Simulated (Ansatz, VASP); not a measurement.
One calculation of Al, two programs

The input POSCAR:

```
Al
1.0
    0.0000000000      1.9904796400      1.9904796400
    1.9904796400      0.0000000000      1.9904796400
    1.9904796400      1.9904796400      0.0000000000
Al
1
Direct
    0.0000000000      0.0000000000      0.0000000000
```

File INCAR.step1:

```
PREC     = Accurate       # precision mode
ENCUT    = 520            # plane-wave cutoff, eV
ISMEAR   = -1             # smearing method
SIGMA    = 0.05           # smearing width, eV
LREAL    = False          # projectors in reciprocal space
LASPH    = True           # aspherical terms in the spheres
NELM     = 60             # most SCF steps
NBANDS   = 8              # bands
GGA      = PE             # functional
ALGO     = Normal         # electronic algorithm
EDIFF    = 1E-4           # SCF threshold, eV
LWAVE    = True           # write WAVECAR
LCHARG   = False          # write CHGCAR
```

File INCAR.step2:

```
PREC     = Accurate       # precision mode
ENCUT    = 520            # plane-wave cutoff, eV
EDIFF    = 1E-7           # SCF threshold, eV
ISMEAR   = -1             # smearing method
SIGMA    = 0.05           # smearing width, eV
LREAL    = False          # projectors in reciprocal space
LASPH    = True           # aspherical terms in the spheres
NELM     = 60             # most SCF steps
ALGO     = Normal         # electronic algorithm
ISIF     = 2              # what is computed and relaxed
LWAVE    = False          # write WAVECAR
LCHARG   = True           # write CHGCAR
METAGGA  = R2SCAN         # meta-GGA
LMIXTAU  = True         
LELF     = True           # ELF
LVHAR    = True         
NBANDS   = 8              # bands
ISTART   = 1
```

File KPOINTS:

```
regular mesh
0
Gamma
  12 12 12
```

Input for Ansatz:

```yaml
crystal:
  lattice:
    - [0.0, 1.9904796400187703, 1.9904796400187703]
    - [1.9904796400187703, 0.0, 1.9904796400187703]
    - [1.9904796400187703, 1.9904796400187703, 0.0]
  atoms:
    - { symbol: Al, position: [0.0, 0.0, 0.0] }
basis:
  ecutwfc: 600.0
kpoints:
  mp_grid:
    grid: [12, 12, 12]
hamiltonian:
  xc: r2scan
scf:
  occupations:
    method: fermi_dirac
    width: 0.05
output:
  stress: true
```

Alike in both runs: task single point; functional r2SCAN; k mesh 12 × 12 × 12; occupations fermi-dirac, width 0.05 eV; no spin polarisation.

|  | VASP | Ansatz |
| --- | --- | --- |
| version | VASP 6.6.1 | Ansatz 0.2.0 |
| potentials or method | VASP PAW PBE potentials, release 64 (Al), cutoff 520 eV | plane waves, PAW |
| valence electrons in the cell | 3 | 3 |

|  | VASP | Ansatz | Ansatz less VASP |
| --- | --- | --- | --- |
| pressure (GPa) | 0.7 | 1.0 | +0.33 |

VASP's potentials were made for PBE, not for r2SCAN.
